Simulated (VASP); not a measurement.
# SrCl2 (Fm-3m) in VASP: settings compared

Aim: see how the results for SrCl2 move with the level of theory and the settings. Levels: PBE, LDA, r2SCAN. Tasks: single point.

All numbers are computed with VASP 6.6.1; they aren't measurements. Logs are shortened: lines on timing, memory, paths and dates and some standing lists are left out, and cuts for length are marked.

### 1 The cell of the first run

The structure is cubic, space group Fm-3m (No. 225). Conventional cell: a = 6.995 Å, b = 6.995 Å, c = 6.995 Å, α = 90.00°, β = 90.00°, γ = 90.00°. Sr (site symmetry m-3m) has 8 Cl at 3.03 Å within 4.0 Å. Within 4.0 Å of Cl (site symmetry -43m) lie 4 Sr at 3.03 Å and 6 Cl at 3.50 Å.

### 2 Single point, PBE

INCAR reads:

```
PREC = Accurate ; ENCUT = 520
EDIFF = 1E-6 ; ISMEAR = 0
SIGMA = 0.01 ; LREAL = False
LASPH = True ; NELM = 80
ALGO = Normal ; ISIF = 2
LWAVE = False ; LCHARG = True
GGA = PE ; LELF = True
LVHAR = True ; NBANDS = 19
```

KPOINTS reads:

```
regular mesh
0
Gamma
  4 4 4
```

POSCAR reads:

```
SrCl2
1.0
    0.0000000000      3.4977180867      3.4977180867
    3.4977180867      0.0000000000      3.4977180867
    3.4977180867      3.4977180867      0.0000000000
Sr Cl
1 2
Direct
    0.0000000000      0.0000000000      0.0000000000
    0.2500000000      0.2500000000      0.2500000000
    0.7500000000      0.7500000000      0.7500000000
```

Potentials or basis: VASP PAW PBE potentials, release 64 (Sr_sv, Cl).

Launch:

```bash
cat potpaw_PBE.64/Sr_sv/POTCAR potpaw_PBE.64/Cl/POTCAR > POTCAR
mpirun -np 1 vasp_std > vasp.out
```

OUTCAR:

```text
PREC = Accurate
   ENCUT = 520
   EDIFF = 1E-6
   ISMEAR = 0
   LREAL = False
   LASPH = True
   NELM = 80
   ISIF = 2
   GGA = PE

 ion  position               nearest neighbor table
   1  0.000  0.000  0.000-   3 3.03   3 3.03   3 3.03   2 3.03   2 3.03   2 3.03   3 3.03   2 3.03

   2  0.250  0.250  0.250-   1 3.03   1 3.03   1 3.03   1 3.03
   3  0.750  0.750  0.750-   1 3.03   1 3.03   1 3.03   1 3.03

  LATTYP: Found a face centered cubic cell.
 ALAT       =     6.9954361734

  Lattice vectors:

 A1 = (   0.0000000000,   3.4977180867,   3.4977180867)
 A2 = (   3.4977180867,   0.0000000000,   3.4977180867)
 A3 = (   3.4977180867,   3.4977180867,   0.0000000000)

Analysis of symmetry for initial positions (statically):
=====================================================================
 Subroutine PRICEL returns:
 Original cell was already a primitive cell.

 Routine SETGRP: Setting up the symmetry group for a
 face centered cubic supercell.

 Subroutine GETGRP returns: Found 48 space group operations
 (whereof 48 operations were pure point group operations)
 out of a pool of 48 trial point group operations.

The static configuration has the point symmetry O_h .

Analysis of symmetry for dynamics (positions and initial velocities):
=====================================================================
 Subroutine PRICEL returns:
 Original cell was already a primitive cell.

 Routine SETGRP: Setting up the symmetry group for a
 face centered cubic supercell.

 Subroutine GETGRP returns: Found 48 space group operations
 (whereof 48 operations were pure point group operations)
 out of a pool of 48 trial point group operations.

The dynamic configuration has the point symmetry O_h .

 Subroutine INISYM returns: Found 48 space group operations
 (whereof 48 operations are pure point group operations),
 and found     1 'primitive' translations

----------------------------------------------------------------------------------------

                                     Primitive cell

  volume of cell :      85.5824

  direct lattice vectors                    reciprocal lattice vectors
     0.000000000  3.497718087  3.497718087    -0.142950343  0.142950343  0.142950343
     3.497718087  0.000000000  3.497718087     0.142950343 -0.142950343  0.142950343
     3.497718087  3.497718087  0.000000000     0.142950343  0.142950343 -0.142950343

  length of vectors
[... 66 lines left out ...]
   NELM   =     80;   NELMIN=  2; NELMDL= -5     # of ELM steps
   EDIFF  = 0.1E-05   stopping-criterion for ELM
   LREAL  =      F    real-space projection
   EDIFFG = 0.1E-04   stopping-criterion for IOM
   NSW    =      0    number of steps for IOM
   IBRION =     -1    ionic relax: 0-MD 1-quasi-New 2-CG
   NFREE  =      0    steps in history (QN), initial steepest desc. (CG)
   ISIF   =      2    stress and relaxation
   ISYM   =      2    0-nonsym 1-usesym 2-fastsym
   POTIM  = 0.5000    time-step for ionic-motion
   TEBEG  =    0.0;   TEEND  =   0.0 temperature during run
   PSTRESS=    0.0 pullay stress
   NELECT =      24.0000    total number of electrons
   NUPDOWN=      -1.0000    fix difference up-down
   EMIN   =  10.00;   EMAX   =-10.00  energy-range for DOS
   EFERMI =   0.00;   METHOD = LEGACY
   ISMEAR =     0;   SIGMA  =   0.01  broadening in eV -4-tet -1-fermi 0-gaus
   EFERMI_NEDOS =   21; number of points for ismear=-14 and -15
   IALGO  =     38    algorithm
   IMIX   =      4    mixing-type and parameters
     AMIX     =   0.40;   BMIX     =  1.00
     AMIX_MAG =   1.60;   BMIX_MAG =  1.00
  volume/ion in A,a.u.               =      28.53       192.51
  Fermi-wavevector in a.u.,A,eV,Ry     =   1.071562  2.024958 15.622809  1.148244
  Thomas-Fermi vector in A             =   2.207306
   LORBIT       =      0    0 simple, 1 ext, 2 COOP (PROOUT), +10 PAW based schemes
   GGA     = PE    functional components
   LHFCALC =     F    Hartree Fock is set to
   AEXX    =    0.0000 exact exchange contribution
   IVDW    =     0    specifies the selected vdW correction
   LEPSILON=     F    determine dielectric tensor
   LRPA    =     F    only Hartree local field effects (RPA)
 non-spin polarized calculation
 Gauss-broadening in eV      SIGMA  =   0.01
  energy-cutoff  :      520.00
  volume of cell :       85.58
 maximum number of plane-waves:      2332
 NGX is ok and might be reduce to    40
   NGX = 19   NGY = 19   NGZ = 19

 number of electron      24.0000002 magnetization

 Free energy of the ion-electron system (eV)
  ---------------------------------------------------
  ext. energy  EPLUGINS =         0.00000000
  ---------------------------------------------------
  free energy    TOTEN  =       -12.78644161 eV

  energy without entropy =      -12.78644161  energy(sigma->0) =      -12.78644161

 E-fermi :   0.1596     XC(G=0):  -8.2483

 val. band max:        0.1001320290   @ k =   0.5000   0.5000   0.0000
 cond. band min:       5.4071321144   @ k =   0.0000   0.0000   0.0000
 fundamental gap:      5.3070000854
 Fermi energy:         0.1595855751

 k-point     1 :       0.0000    0.0000    0.0000
  band No.  band energies     occupation
      1     -32.8135      2.00000
      2     -14.8017      2.00000
      3     -14.8017      2.00000
      4     -14.8017      2.00000
      5     -13.1803      2.00000
      6     -12.3466      2.00000
[... 153 lines left out ...]
      6     -12.5380      2.00000
[... 11 lines left out ...]
     18       9.5331      0.00000
     19      10.7105      0.00000

------------------------ aborting loop because EDIFF is reached ----------------------------------------

  FORCE on cell =-STRESS in cart. coord.  units (eV):
  Direction    XX          YY          ZZ          XY          YZ          ZX
  --------------------------------------------------------------------------------------
  -------------------------------------------------------------------------------------
  Total        0.4121535      0.4121535      0.4121535      0.0000000     -0.0000000      0.0000000
  in kB        7.7158754      7.7158754      7.7158754      0.0000000     -0.0000000      0.0000000
  external PRESSURE =       7.7158754 kB  Pullay stress =       0.0000000 kB

 VOLUME and BASIS-vectors are now :
 -----------------------------------------------------------------------------
  energy-cutoff  :      520.00
  volume of cell :       85.58
      direct lattice vectors                 reciprocal lattice vectors
     0.000000000  3.497718087  3.497718087    -0.142950343  0.142950343  0.142950343
     3.497718087  0.000000000  3.497718087     0.142950343 -0.142950343  0.142950343
     3.497718087  3.497718087  0.000000000     0.142950343  0.142950343 -0.142950343

 POSITION                                       TOTAL-FORCE (eV/Angst)
 -----------------------------------------------------------------------------------
      0.00000      0.00000      0.00000        -0.000000     -0.000000      0.000000
      1.74886      1.74886      1.74886         0.000000      0.000000      0.000000
      5.24658      5.24658      5.24658        -0.000000     -0.000000     -0.000000
 -----------------------------------------------------------------------------------
    total drift:                               -0.000000     -0.000000      0.000000

  FREE ENERGIE OF THE ION-ELECTRON SYSTEM (eV)
  ---------------------------------------------------
  free  energy   TOTEN  =       -12.7864416138 eV

  energy  without entropy=      -12.7864416138  energy(sigma->0) =      -12.78644161
```

stdout:

```text
POSCAR found type information on POSCAR SrCl
 POSCAR found :  2 types and       3 ions
 scaLAPACK will be used
 LDA part: xc-table for (Slater+PW92), standard interpolation
 POSCAR, INCAR and KPOINTS ok, starting setup
 FFT: planning ... GRIDC
 FFT: planning ... GRID_SOFT
 FFT: planning ... GRID
 WAVECAR not read
 entering main loop
```

It took 8.7 s on 1 thread of Intel Xeon 6975P-C (Granite Rapids), shared host; peak memory 0.22 GiB.

What came out:

```
Free energy            : -12.7864 eV
Pressure               : 0.8 GPa
Band gap on the k mesh : 5.31 eV, indirect (least direct gap 5.51 eV)
```

Levels at points of the mesh, in eV from the valence-band top:
| k point | band 8 | band 9 | band 10 | band 11 | band 12 | band 13 | band 14 | band 15 | band 16 | band 17 |
| --- | --- | --- | --- | --- | --- | --- | --- | --- | --- | --- |
| (0.00, 0.00, 0.00) | -2.10 | -2.10 | -0.33 | -0.33 | -0.33 | 5.31 | 6.10 | 6.10 | 9.02 | 9.02 |
| (0.50, 0.00, 0.00) | -1.54 | -1.48 | -1.30 | -1.04 | -1.04 | 6.70 | 6.70 | 7.48 | 7.86 | 8.58 |
| (0.50, 0.50, 0.00) | -1.86 | -1.86 | -0.40 | -0.40 | 0.00 | 5.51 | 7.02 | 7.58 | 7.98 | 7.98 |

### 3 Single point, PBE

INCAR reads:

```
SYSTEM = SrCl2
PREC = Accurate
ENCUT = 520
EDIFF = 1E-7
ISMEAR = 0
SIGMA = 0.01
LREAL = .FALSE.
LASPH = .TRUE.
NELM = 60
ALGO = Normal
ISIF = 2
LWAVE = .FALSE.
LCHARG = .FALSE.
GGA = PE
NBANDS = 19
```

KPOINTS reads:

```
Automatic mesh
0
G
  4 4 4
  0 0 0
```

POSCAR is that of step 2.

Potentials or basis: VASP PAW PBE potentials, release 64 (Sr_sv, Cl).

Launch:

```bash
cat potpaw_PBE.64/Sr_sv/POTCAR potpaw_PBE.64/Cl/POTCAR > POTCAR
mpirun -np 1 vasp_std > vasp.out
```

It took 7.9 s on 1 thread of Intel Xeon 6975P-C (Granite Rapids), shared host; peak memory 0.23 GiB.

It converged, with:

| Property | Result |
| --- | --- |
| Free energy | -12.7864 eV |
| Pressure | 0.8 GPa |
| Band gap on the k mesh | 5.31 eV, indirect (least direct gap 5.51 eV) |

Levels at points of the mesh, in eV from the valence-band top:
```csv
k point,band 8,band 9,band 10,band 11,band 12,band 13,band 14,band 15,band 16,band 17
"(0.00, 0.00, 0.00)",-2.10,-2.10,-0.33,-0.33,-0.33,5.31,6.10,6.10,9.02,9.02
"(0.50, 0.00, 0.00)",-1.54,-1.48,-1.30,-1.04,-1.04,6.70,6.70,7.48,7.86,8.58
"(0.50, 0.50, 0.00)",-1.86,-1.86,-0.40,-0.40,0.00,5.51,7.02,7.58,7.98,7.98
```

### 4 Single point, LDA

INCAR reads:

```
PREC = Accurate
ENCUT = 520
EDIFF = 1E-6
ISMEAR = 0
SIGMA = 0.01
LREAL = F
LASPH = T
NELM = 100
ALGO = Normal
ISIF = 2
LWAVE = F
LCHARG = F
GGA = CA
NBANDS = 19
```

KPOINTS reads:

```
regular mesh
0
Gamma
  4 4 4
```

POSCAR is that of step 3.

Potentials or basis: VASP PAW LDA potentials, release 64 (Sr_sv, Cl).

Launch:

```bash
cat potpaw_LDA.64/Sr_sv/POTCAR potpaw_LDA.64/Cl/POTCAR > POTCAR
mpirun -np 1 vasp_std > vasp.out
```

OUTCAR:

```text
PREC = Accurate
   ENCUT = 520
   EDIFF = 1E-6
   ISMEAR = 0
   LREAL = F
   LASPH = T
   NELM = 100
   ISIF = 2
   GGA = CA

 ion  position               nearest neighbor table
   1  0.000  0.000  0.000-   3 3.03   3 3.03   3 3.03   2 3.03   2 3.03   2 3.03   3 3.03   2 3.03

   2  0.250  0.250  0.250-   1 3.03   1 3.03   1 3.03   1 3.03
   3  0.750  0.750  0.750-   1 3.03   1 3.03   1 3.03   1 3.03

  LATTYP: Found a face centered cubic cell.
 ALAT       =     6.9954361734

  Lattice vectors:

 A1 = (   0.0000000000,   3.4977180867,   3.4977180867)
 A2 = (   3.4977180867,   0.0000000000,   3.4977180867)
 A3 = (   3.4977180867,   3.4977180867,   0.0000000000)

Analysis of symmetry for initial positions (statically):
=====================================================================
 Subroutine PRICEL returns:
 Original cell was already a primitive cell.

 Routine SETGRP: Setting up the symmetry group for a
 face centered cubic supercell.

[... 148 lines left out ...]
  free energy    TOTEN  =       -14.01353214 eV

  energy without entropy =      -14.01353214  energy(sigma->0) =      -14.01353214

 E-fermi :  -0.0357     XC(G=0):  -8.7656

 val. band max:       -0.0918553370   @ k =   0.5000   0.5000   0.0000
 cond. band min:       4.7638636319   @ k =   0.0000   0.0000   0.0000
 fundamental gap:      4.8557189689
 Fermi energy:        -0.0357113427

 k-point     1 :       0.0000    0.0000    0.0000
  band No.  band energies     occupation
      1     -32.8124      2.00000
      2     -14.9097      2.00000
      3     -14.9097      2.00000
      4     -14.9097      2.00000
      5     -13.3031      2.00000
      6     -12.4367      2.00000
[... 153 lines left out ...]
      6     -12.6309      2.00000
[... 11 lines left out ...]
     18       9.0190      0.00000
     19      10.1922      0.00000

------------------------ aborting loop because EDIFF is reached ----------------------------------------

  FORCE on cell =-STRESS in cart. coord.  units (eV):
  Direction    XX          YY          ZZ          XY          YZ          ZX
  --------------------------------------------------------------------------------------
  -------------------------------------------------------------------------------------
  Total       -1.5908299     -1.5908299     -1.5908299     -0.0000000      0.0000000     -0.0000000
  in kB      -29.7817298    -29.7817298    -29.7817298     -0.0000000      0.0000000     -0.0000000
  external PRESSURE =     -29.7817298 kB  Pullay stress =       0.0000000 kB

 VOLUME and BASIS-vectors are now :
 -----------------------------------------------------------------------------
  energy-cutoff  :      520.00
  volume of cell :       85.58
      direct lattice vectors                 reciprocal lattice vectors
     0.000000000  3.497718087  3.497718087    -0.142950343  0.142950343  0.142950343
     3.497718087  0.000000000  3.497718087     0.142950343 -0.142950343  0.142950343
     3.497718087  3.497718087  0.000000000     0.142950343  0.142950343 -0.142950343

 POSITION                                       TOTAL-FORCE (eV/Angst)
 -----------------------------------------------------------------------------------
      0.00000      0.00000      0.00000         0.000000     -0.000000      0.000000
      1.74886      1.74886      1.74886         0.000000     -0.000000     -0.000000
      5.24658      5.24658      5.24658        -0.000000      0.000000      0.000000
 -----------------------------------------------------------------------------------
    total drift:                               -0.000000     -0.000000      0.000000

  FREE ENERGIE OF THE ION-ELECTRON SYSTEM (eV)
  ---------------------------------------------------
  free  energy   TOTEN  =       -14.0135321373 eV

  energy  without entropy=      -14.0135321373  energy(sigma->0) =      -14.01353214
```

OSZICAR:

```text
N       E                     dE             d eps       ncg     rms          rms(c)
DAV:   1     0.137235768280E+03    0.13724E+03   -0.11544E+04   304   0.114E+03
DAV:   2    -0.538593788647E+01   -0.14262E+03   -0.13848E+03   387   0.223E+02
DAV:   3    -0.140211384571E+02   -0.86352E+01   -0.86029E+01   378   0.544E+01
DAV:   4    -0.143389053053E+02   -0.31777E+00   -0.31742E+00   528   0.870E+00
DAV:   5    -0.143413389170E+02   -0.24336E-02   -0.24335E-02   402   0.799E-01    0.135E+01
DAV:   6    -0.140463508287E+02    0.29499E+00   -0.55167E-01   346   0.404E+00    0.880E+00
DAV:   7    -0.140172037397E+02    0.29147E-01   -0.27815E-01   385   0.319E+00    0.172E+00
DAV:   8    -0.140129274307E+02    0.42763E-02   -0.49648E-02   345   0.116E+00    0.305E-01
DAV:   9    -0.140132858046E+02   -0.35837E-03   -0.14519E-03   354   0.232E-01    0.107E-01
DAV:  10    -0.140134921277E+02   -0.20632E-03   -0.13707E-04   363   0.682E-02    0.232E-02
DAV:  11    -0.140135289836E+02   -0.36856E-04   -0.23251E-05   355   0.294E-02    0.231E-02
DAV:  12    -0.140135314204E+02   -0.24368E-05   -0.48179E-06   367   0.108E-02    0.504E-03
DAV:  13    -0.140135321373E+02   -0.71684E-06   -0.62905E-07   286   0.421E-03
   1 F= -.14013532E+02 E0= -.14013532E+02  d E =-.540457E-17
```

stdout:

```text
POSCAR found type information on POSCAR SrCl
 POSCAR found :  2 types and       3 ions
 scaLAPACK will be used
 LDA part: xc-table for (Slater(with rela. corr.)+CA(PZ))
 , standard interpolation
 POSCAR, INCAR and KPOINTS ok, starting setup
 FFT: planning ... GRIDC
 FFT: planning ... GRID_SOFT
 FFT: planning ... GRID
 WAVECAR not read
 entering main loop
```

Wall time 6 s (1 thread of Intel Xeon 6975P-C (Granite Rapids), shared host); peak memory 0.18 GiB.

What came out:

```yaml
Free_energy: -14.0135 eV
Pressure: -3.0 GPa
Band_gap_on_the_k_mesh: 4.86 eV, indirect (least direct gap 5.15 eV)
```

Levels at points of the mesh, in eV from the valence-band top:
| k point | band 10 | band 11 | band 12 | band 13 | band 14 | band 15 |
| --- | --- | --- | --- | --- | --- | --- |
| (0.00, 0.00, 0.00) | -0.35 | -0.35 | -0.35 | 4.86 | 5.82 | 5.82 |
| (0.50, 0.00, 0.00) | -1.36 | -1.07 | -1.07 | 6.43 | 6.43 | 7.27 |
| (0.50, 0.50, 0.00) | -0.42 | -0.42 | 0.00 | 5.15 | 6.79 | 7.33 |

A k mesh can miss the band edges. Expect the measured gap to be larger: semilocal functionals such as LDA lack the derivative discontinuity.

### 5 Single point, r2SCAN

POSCAR is that of step 4.

INCAR.step1 reads:

```
ALGO = Normal
EDIFF = 1E-4
ENCUT = 520
GGA = PE
ISMEAR = 0
LASPH = T
LCHARG = F
LREAL = F
LWAVE = T
NBANDS = 19
NELM = 60
PREC = Accurate
SIGMA = 0.01
```

INCAR.step2 reads:

```
ALGO = Normal
EDIFF = 1E-6
ENCUT = 520
ISIF = 2
ISMEAR = 0
ISTART = 1
LASPH = T
LCHARG = F
LMIXTAU = T
LREAL = F
LWAVE = F
METAGGA = R2SCAN
NBANDS = 19
NELM = 60
PREC = Accurate
SIGMA = 0.01
```

KPOINTS reads:

```
k-points
0
Gamma
  4 4 4
```

Potentials or basis: VASP PAW PBE potentials, release 64 (Sr_sv, Cl).

Launch:

```bash
cat potpaw_PBE.64/Sr_sv/POTCAR potpaw_PBE.64/Cl/POTCAR > POTCAR
cp INCAR.step1 INCAR
mpirun -np 1 vasp_std > vasp.out
cp INCAR.step2 INCAR
mpirun -np 1 vasp_std > vasp.out
```

Run time: 28 s. Hardware: 1 thread of Intel Xeon 6975P-C (Granite Rapids), shared host; peak memory 0.25 GiB.

Results (log left out):

| Quantity | Value |
| --- | --- |
| Free energy | -35.6970 eV |
| Pressure | 0.0 GPa |
| Band gap on the k mesh | 5.94 eV, indirect (least direct gap 5.99 eV) |

Levels at points of the mesh, in eV from the valence-band top:
```
           k point  band 9  band 10  band 11  band 12  band 13  band 14  band 15  band 16
(0.00, 0.00, 0.00)   -2.12    -0.35    -0.35    -0.35     5.94     6.69     6.69     9.61
(0.50, 0.00, 0.00)   -1.47    -1.33    -1.06    -1.06     7.29     7.29     8.22     8.23
(0.50, 0.50, 0.00)   -1.90    -0.39    -0.39     0.00     5.99     7.77     8.20     8.68
```

Caveat: the PAW data sets were made with another functional, which shifts forces and pressure a little. r2SCAN opens gaps a little over a GGA but as a rule still falls short of measured ones.

### 6 Single point, PBE

INCAR reads:

```
SYSTEM = SrCl2
  ALGO = Normal
  EDIFF = 1E-7
  ENCUT = 520
  GGA = PE
  ISIF = 2
  ISMEAR = 0
  LASPH = .TRUE.
  LCHARG = .TRUE.
  LELF = .TRUE.
  LREAL = .FALSE.
  LVHAR = .TRUE.
  LWAVE = .FALSE.
  NBANDS = 19
  NELM = 60
  PREC = Accurate
  SIGMA = 0.01
```

KPOINTS reads:

```
k-points
0
G
  6 6 6
  0 0 0
```

POSCAR is that of step 5.

Potentials or basis: VASP PAW PBE potentials, release 64 (Sr_sv, Cl).

Launch:

```bash
cat potpaw_PBE.64/Sr_sv/POTCAR potpaw_PBE.64/Cl/POTCAR > POTCAR
mpirun -np 1 vasp_std > vasp.out
```

Wall time 14 s (1 thread of Intel Xeon 6975P-C (Granite Rapids), shared host); peak memory 0.23 GiB.

It converged, with:

```yaml
Free_energy: -12.7865 eV
Pressure: 0.8 GPa
Band_gap_on_the_k_mesh: 5.31 eV, indirect (least direct gap 5.51 eV)
```

Levels at points of the mesh, in eV from the valence-band top:
```csv
k point,band 10,band 11,band 12,band 13,band 14,band 15
"(0.00, 0.00, 0.00)",-0.33,-0.33,-0.33,5.31,6.10,6.10
"(0.50, 0.00, 0.00)",-1.30,-1.04,-1.04,6.70,6.70,7.48
"(0.50, 0.50, 0.00)",-0.40,-0.40,0.00,5.51,7.02,7.58
```

### 7 The runs side by side

```tsv
level	potentials or basis	k mesh	gap on the mesh (eV)	pressure (GPa)
PBE	VASP PAW PBE potentials, release 64 (Sr_sv, Cl)	4 × 4 × 4	5.31	0.8
LDA	VASP PAW LDA potentials, release 64 (Sr_sv, Cl)	4 × 4 × 4	4.86	-3.0
r2SCAN	VASP PAW PBE potentials, release 64 (Sr_sv, Cl)	4 × 4 × 4	5.94	0.0
PBE	VASP PAW PBE potentials, release 64 (Sr_sv, Cl)	6 × 6 × 6	5.31	0.8
```

Alike in all rows: task single point; no spin polarisation; cell as given; cutoff (eV) 520; smearing gaussian 0.01 eV.

Caveats: the PAW data sets were made with another functional, which shifts forces and pressure a little (some runs).

Total energies depend on the potentials used, so only differences within one code and one set of settings carry meaning.
